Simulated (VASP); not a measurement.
Input of a VASP 6.6.1 run:

File INCAR:

```
  ALGO = Normal
  DIPOL = 0.5 0.5 0.500
  EDIFF = 1E-6
  ENCUT = 400
  GGA = PE
  GGA_COMPAT = False
  IDIPOL = 3
  ISIF = 2
  ISMEAR = 0
  LASPH = True
  LCHARG = False
  LDIPOL = True
  LREAL = False
  LWAVE = False
  NBANDS = 17
  NELM = 120
  NELMDL = -8
  PREC = Accurate
  SIGMA = 0.1
```

KPOINTS

```
k-points
0
Gamma
  6 6 1
```

Contents of POSCAR:

```
Sr
1.0
    4.3100000000      0.0000000000      0.0000000000
   -2.1550000000      3.7325690000      0.0000000000
    0.0000000000      0.0000000000     18.0000000000
Sr
2
Direct
    0.3333333300      0.6666666700      0.4020833300
    0.6666666700      0.3333333300      0.5979166700
```

Potentials or basis: VASP PAW PBE potentials, release 64 (Sr_sv).

The run is started by

```console
$ cat potpaw_PBE.64/Sr_sv/POTCAR > POTCAR
$ mpirun -np 1 vasp_std > vasp.out
```

Q: Estimate the band gap on the k mesh.

A: Zero (bands 10 and 11 overlap by 0.01 eV).

Q: What does it give for the largest force?

A: 0.185 eV/Å.

Forces in eV/Å, atoms in the order of the input:
```
Sr   0.000  0.000  0.185
Sr   0.000  0.000 -0.185
```
